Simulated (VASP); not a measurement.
# BaZn3H (P4mm) in VASP: single point with PBE

Aim: the single point of BaZn3H with PBE.

Program: VASP 6.6.1. These are calculated values, not measurements. Logs are shortened: lines on timing, memory, paths and dates and some standing lists are left out, and cuts for length are marked.

## Step 1: The cell of the first run

The structure is tetragonal, space group P4mm (No. 99). Conventional cell: a = 3.612 Å, b = 3.612 Å, c = 3.558 Å, α = 90.00°, β = 90.00°, γ = 90.00°. Ba (site symmetry 4mm) has 1 H at 1.53 Å and 4 Zn at 1.85 Å within 2.0 Å. Zn (site symmetry 2mm) has 2 Zn at 1.84 Å and 2 Ba at 1.85 Å and 2 H at 2.14 Å within 2.4 Å. Within 2.4 Å of Zn (site symmetry 4mm) lie 4 Zn at 1.84 Å. H (site symmetry 4mm) has 1 Ba at 1.53 Å within 2.0 Å.

## Step 2: Single point, PBE

Input file INCAR:

```
PREC = Accurate ; ENCUT = 520
EDIFF = 1E-6 ; ISMEAR = 0
SIGMA = 0.1 ; LREAL = False
LASPH = True ; NELM = 100
ALGO = Normal ; ISIF = 2
LWAVE = False ; LCHARG = False
GGA = PE ; NBANDS = 32
```

Input file KPOINTS:

```
Automatic mesh
0
Gamma
  6 6 6
```

Input file POSCAR:

```
BaZn3H
1.0
    3.6118776100      0.0000000000      0.0000000000
    0.0000000000      3.6118776100      0.0000000000
    0.0000000000      0.0000000000      3.5580236200
Ba Zn H
1 3 1
Direct
    0.0000000000      0.0000000000      0.1016110700
    0.5000000000      0.0000000000      0.9945420500
    0.0000000000      0.5000000000      0.9945420500
    0.5000000000      0.5000000000      0.9013995900
    0.0000000000      0.0000000000      0.6724906400
```

Potentials or basis: VASP PAW PBE potentials, release 64 (Ba_sv, Zn, H).

Run with:

```bash
cat potpaw_PBE.64/Ba_sv/POTCAR potpaw_PBE.64/Zn/POTCAR potpaw_PBE.64/H/POTCAR > POTCAR
mpirun -np 1 vasp_std > vasp.out
```

OUTCAR:

```text
PREC = Accurate
   ENCUT = 520
   EDIFF = 1E-6
   ISMEAR = 0
   LREAL = False
   LASPH = True
   NELM = 100
   ISIF = 2
   GGA = PE

 ion  position               nearest neighbor table
   1  0.000  0.000  0.102-   5 1.53   3 1.85   2 1.85   3 1.85   2 1.85   5 2.03   4 2.65   4 2.65
                             4 2.65   4 2.65   2 3.65   3 3.65   3 3.65   2 3.65   4 3.82   4 3.82
   2  0.500  0.000  0.995-   4 1.84   4 1.84   1 1.85   1 1.85   3 2.55   3 2.55   3 2.55   3 2.55
                             1 3.65   1 3.65
   3  0.000  0.500  0.995-   4 1.84   4 1.84   1 1.85   1 1.85   2 2.55   2 2.55   2 2.55   2 2.55
                             1 3.65   1 3.65
   4  0.500  0.500  0.901-   2 1.84   3 1.84   2 1.84   3 1.84   1 2.65   1 2.65   1 2.65   1 2.65
                             1 3.82   1 3.82   1 3.82   1 3.82
   5  0.000  0.000  0.672-   1 1.53   1 2.03

 -----------------------------------------------------------------------------
|                                                                             |
|           W    W    AA    RRRRR   N    N  II  N    N   GGGG   !!!           |
|           W    W   A  A   R    R  NN   N  II  NN   N  G    G  !!!           |
|           W    W  A    A  R    R  N N  N  II  N N  N  G       !!!           |
|           W WW W  AAAAAA  RRRRR   N  N N  II  N  N N  G  GGG   !            |
|           WW  WW  A    A  R   R   N   NN  II  N   NN  G    G                |
|           W    W  A    A  R    R  N    N  II  N    N   GGGG   !!!           |
|                                                                             |
|     The distance between some ions is very small. Please check the          |
|     nearest-neighbor list in the OUTCAR file.                               |
|     I HOPE YOU KNOW WHAT YOU ARE DOING!                                     |
|                                                                             |
 -----------------------------------------------------------------------------

  LATTYP: Found a simple tetragonal cell.
 ALAT       =     3.6118776100
 C/A-ratio  =     0.9850897523

  Lattice vectors:

 A1 = (   3.6118776100,   0.0000000000,   0.0000000000)
 A2 = (   0.0000000000,   3.6118776100,   0.0000000000)
 A3 = (   0.0000000000,   0.0000000000,   3.5580236200)

Analysis of symmetry for initial positions (statically):
=====================================================================
 Subroutine PRICEL returns:
 Original cell was already a primitive cell.

 Routine SETGRP: Setting up the symmetry group for a
 simple tetragonal supercell.

 Subroutine GETGRP returns: Found  8 space group operations
 (whereof  8 operations were pure point group operations)
 out of a pool of 16 trial point group operations.

The static configuration has the point symmetry C_4v.

Analysis of symmetry for dynamics (positions and initial velocities):
[... 122 lines left out ...]
   NFREE  =      0    steps in history (QN), initial steepest desc. (CG)
   ISIF   =      2    stress and relaxation
   ISYM   =      2    0-nonsym 1-usesym 2-fastsym
   POTIM  = 0.5000    time-step for ionic-motion
   TEBEG  =    0.0;   TEEND  =   0.0 temperature during run
   PSTRESS=    0.0 pullay stress
   NELECT =      47.0000    total number of electrons
   NUPDOWN=      -1.0000    fix difference up-down
   EMIN   =  10.00;   EMAX   =-10.00  energy-range for DOS
   EFERMI =   0.00;   METHOD = LEGACY
   ISMEAR =     0;   SIGMA  =   0.10  broadening in eV -4-tet -1-fermi 0-gaus
   EFERMI_NEDOS =   21; number of points for ismear=-14 and -15
   IALGO  =     38    algorithm
   IMIX   =      4    mixing-type and parameters
     AMIX     =   0.40;   BMIX     =  1.00
     AMIX_MAG =   1.60;   BMIX_MAG =  1.00
  volume/ion in A,a.u.               =       9.28        62.65
  Fermi-wavevector in a.u.,A,eV,Ry     =   1.643927  3.106571 36.769684  2.702496
  Thomas-Fermi vector in A             =   2.733979
   LORBIT       =      0    0 simple, 1 ext, 2 COOP (PROOUT), +10 PAW based schemes
   GGA     = PE    functional components
   LHFCALC =     F    Hartree Fock is set to
   AEXX    =    0.0000 exact exchange contribution
   IVDW    =     0    specifies the selected vdW correction
   LEPSILON=     F    determine dielectric tensor
   LRPA    =     F    only Hartree local field effects (RPA)
 non-spin polarized calculation
 Gauss-broadening in eV      SIGMA  =   0.10
  energy-cutoff  :      520.00
  volume of cell :       46.42
 maximum number of plane-waves:      1277
 NGX is ok and might be reduce to    28
   NGX = 13   NGY = 13   NGZ = 13

 number of electron      46.9999946 magnetization

 Free energy of the ion-electron system (eV)
  ---------------------------------------------------
  ext. energy  EPLUGINS =         0.00000000
  ---------------------------------------------------
  free energy    TOTEN  =        45.92566338 eV

  energy without entropy =       45.93563217  energy(sigma->0) =       45.93064778

 E-fermi :   8.3891     XC(G=0): -13.3410

 val. band max:        8.3693191059   @ k =   0.3333   0.1667   0.1667
 cond. band min:       8.4249424160   @ k =   0.5000   0.3333   0.5000
 fundamental gap:      0.0556233101
 Fermi energy:         8.3891389826

 k-point     1 :       0.0000    0.0000    0.0000
  band No.  band energies     occupation
      1     -24.5811      2.00000
      2      -9.9092      2.00000
      3      -9.9092      2.00000
      4      -8.2816      2.00000
      5      -8.0804      2.00000
      6      -6.8853      2.00000
[... 829 lines left out ...]
     31      19.8102      0.00000
     32      19.9798      0.00000

 [... further k-points ...]
[... 5 lines left out ...]
  --------------------------------------------------------------------------------------
  -------------------------------------------------------------------------------------
  Total      180.3327254    180.3327254     36.4227978      0.0000000      0.0000000      0.0000000
  in kB     6224.5828310   6224.5828310   1257.2134182      0.0000000      0.0000000      0.0000000
  external PRESSURE =    4568.7930267 kB  Pullay stress =       0.0000000 kB

 VOLUME and BASIS-vectors are now :
 -----------------------------------------------------------------------------
  energy-cutoff  :      520.00
  volume of cell :       46.42
      direct lattice vectors                 reciprocal lattice vectors
     3.611877610  0.000000000  0.000000000     0.276864309  0.000000000  0.000000000
     0.000000000  3.611877610  0.000000000     0.000000000  0.276864309  0.000000000
     0.000000000  0.000000000  3.558023620     0.000000000  0.000000000  0.281054908

 POSITION                                       TOTAL-FORCE (eV/Angst)
 -----------------------------------------------------------------------------------
      0.00000      0.00000      0.36153         0.000000     -0.000000     36.858301
      1.80594      0.00000      3.53860         0.000000      0.000000     -8.370588
      0.00000      1.80594      3.53860         0.000000      0.000000     -8.370588
      1.80594      1.80594      3.20720         0.000000      0.000000    -11.448080
      0.00000      0.00000      2.39274         0.000000      0.000000     -8.669045
 -----------------------------------------------------------------------------------
    total drift:                                0.000000      0.000000     -0.001077

  FREE ENERGIE OF THE ION-ELECTRON SYSTEM (eV)
  ---------------------------------------------------
  free  energy   TOTEN  =        45.9256633811 eV

  energy  without entropy=       45.9356321721  energy(sigma->0) =       45.93064778
```

stdout:

```text
POSCAR found type information on POSCAR BaZnH
 POSCAR found :  3 types and       5 ions
 scaLAPACK will be used
 LDA part: xc-table for (Slater+PW92), standard interpolation
 -----------------------------------------------------------------------------
|                                                                             |
|           W    W    AA    RRRRR   N    N  II  N    N   GGGG   !!!           |
|           W    W   A  A   R    R  NN   N  II  NN   N  G    G  !!!           |
|           W    W  A    A  R    R  N N  N  II  N N  N  G       !!!           |
|           W WW W  AAAAAA  RRRRR   N  N N  II  N  N N  G  GGG   !            |
|           WW  WW  A    A  R   R   N   NN  II  N   NN  G    G                |
|           W    W  A    A  R    R  N    N  II  N    N   GGGG   !!!           |
|                                                                             |
|     The distance between some ions is very small. Please check the          |
|     nearest-neighbor list in the OUTCAR file.                               |
|     I HOPE YOU KNOW WHAT YOU ARE DOING!                                     |
|                                                                             |
 -----------------------------------------------------------------------------

 POSCAR, INCAR and KPOINTS ok, starting setup
 FFT: planning ... GRIDC
 FFT: planning ... GRID_SOFT
 FFT: planning ... GRID
 WAVECAR not read
 entering main loop
```

Run time: 47 s. Hardware: 1 thread of AMD EPYC 7R43 (Zen 3), shared host; peak memory 0.15 GiB.

What came out:

| Property | Result |
| --- | --- |
| Free energy | 45.9257 eV |
| Pressure | 456.9 GPa |
| Largest force | 36.858 eV/Å |

Forces on the atoms (eV/Å):
```
Ba    0.000   0.000  36.858
Zn    0.000   0.000  -8.371
Zn    0.000   0.000  -8.371
Zn    0.000   0.000 -11.448
H     0.000   0.000  -8.669
```

Levels at points of the mesh, in eV from the Fermi level:
```
           k point  band 21  band 22  band 23  band 24  band 25  band 26
(0.00, 0.00, 0.00)    -5.61    -2.43     0.96     0.96     2.31     4.32
(0.50, 0.00, 0.00)    -5.53    -4.06    -2.88     0.24     2.51     3.95
(0.50, 0.50, 0.00)    -5.62    -1.73    -1.73     3.00     3.00     3.82
(0.00, 0.00, 0.50)    -3.69    -1.77     0.08     0.08     2.71     2.74
(0.50, 0.00, 0.50)    -4.43    -2.20    -0.69     0.44     1.68     2.02
(0.50, 0.50, 0.50)    -4.92    -4.92    -0.90     1.64     4.33     5.83
```

Caveat: spin-orbit coupling is left out, which moves the levels of the heavy elements; forces of over 1 eV/Å act on the atoms, so gaps and moduli don't describe the material at rest.
